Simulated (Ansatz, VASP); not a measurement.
# Two plane-wave programs on H2O

The input INCAR:

```
SYSTEM = H2O
PREC = Accurate ; ENCUT = 520
EDIFF = 1E-6 ; ISMEAR = 0
SIGMA = 0.1 ; LREAL = .FALSE.
LASPH = .TRUE. ; NELM = 100
ALGO = Normal ; ISIF = 2
LWAVE = .FALSE. ; LCHARG = .FALSE.
LDIPOL = .TRUE. ; IDIPOL = 3
DIPOL = 0.5 0.5 0.659 ; GGA = PE
NBANDS = 11
```

File KPOINTS:

```
regular mesh
0
G
  3 3 1
  0 0 0
```

The input POSCAR:

```
H2O
1.0
    9.4134234586      0.0000000000      0.0000000000
   -4.7067117293      8.1522638517      0.0000000000
    0.0000000000      0.0000000000     22.8037675430
O H
1 2
Direct
    0.8522865143      0.6579008157      0.6563533210
    0.8157774187      0.5688410904      0.6844344902
    0.7522036154      0.6344706017      0.6355403221
```

Input for Ansatz:

```yaml
crystal:
  lattice:
    - [9.4134234586, 0.0, 0.0]
    - [-4.7067117293, 8.1522638517, 0.0]
    - [0.0, 0.0, 22.803767543]
  atoms:
    - { symbol: O, position: [0.8522865143, 0.6579008157, 0.656353321] }
    - { symbol: H, position: [0.8157774187, 0.5688410904, 0.6844344902] }
    - { symbol: H, position: [0.7522036154, 0.6344706017, 0.6355403221] }
basis:
  ecutwfc: 420
kpoints:
  mp_grid: { grid: [3, 3, 1] }
hamiltonian:
  xc: pbe
scf:
  occupations: { method: gaussian, width: 0.1 }
output:
  forces: true
  eigenvalues: true
  write_density: true
  volumetric_format: npy
efield:
  axis: 3
  dipole_correction: true
  ramp_width: 0.04
```

Alike in both runs: task single point; functional PBE; k mesh 3 × 3 × 1; occupations gaussian, width 0.1 eV; no spin polarisation.

|  | VASP | Ansatz |
| --- | --- | --- |
| version | VASP 6.6.1 | Ansatz 0.2.0 |
| potentials or method | VASP PAW PBE potentials, release 64 (O, H), cutoff 520 eV | scalar-relativistic, plane waves, PAW |
| valence electrons in the cell | 8 | 8 |

VASP gave:

* gap on the k mesh at the Fermi level (eV): 6.13
* rms of the force components (eV/Å): 0.115

**Question.** Estimate Ansatz's values.

**Answer.** gap on the k mesh at the Fermi level (eV): 6.14; rms of the force components (eV/Å): 0.152.

Atom by atom the forces differ by 0.065 eV/Å (rms over components). The functional is the same, so the differences come from potentials, cutoffs and numerics.
